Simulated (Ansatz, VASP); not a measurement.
## Two plane-wave programs on Os7Ru3Au6

```
CELL_PARAMETERS angstrom
-3.94258 3.94579 -3.98158
3.90952 3.93325 4.00208
3.96240 -3.96630 -4.02191
ATOMIC_POSITIONS crystal
Ru 0.24005 0.23122 0.49483
Ru 0.75934 0.01321 0.27693
Ru 0.51846 0.25212 0.27244
Os 0.98207 0.25169 0.72365
Os 0.50092 0.01376 0.48004
Os 0.75843 0.48883 0.73759
Os 0.97677 0.48912 0.49858
Os 0.76286 0.75217 0.49370
Os 0.00980 0.76781 0.26150
Os 0.23533 0.74501 0.00882
Au 0.25112 0.99854 0.75309
Au 0.49762 0.74657 0.74861
Au 0.99932 0.99930 0.99964
Au 0.25839 0.50488 0.25950
Au 0.75420 0.25713 0.00298
Au 0.49878 0.50652 0.99902
```

Alike in both runs: functional PBE; k mesh 3 × 3 × 3; occupations gaussian, width 0.1 eV; no spin polarisation.

Ansatz relaxed the structure, and its values are those at the end. VASP's run is a single point on that final structure, the one shown.

```csv
,VASP,Ansatz
version,VASP 6.6.1,Ansatz 0.2.0
potentials or method,"VASP PAW PBE potentials, release 64 (Ru_pv, Os, Au), cutoff 520 eV","scalar-relativistic, plane waves, PAW"
valence electrons in the cell,164,274
```

Ansatz gave:

* gap on the k mesh at the Fermi level (eV): none
* pressure (GPa): 0.0
* rms of the force components (eV/Å): 0.006

Q: Which values does VASP return?

A: gap on the k mesh at the Fermi level (eV): none; pressure (GPa): -0.2; rms of the force components (eV/Å): 0.013.

A gap of «none» marks a metal or a gap that the smearing closes. VASP's potentials hold 164 valence electrons a cell and Ansatz's 274, so a difference there can come from the potentials and not from the codes.

The k mesh is coarse, so the values compare programs but aren't converged. Spin-orbit coupling is off throughout.
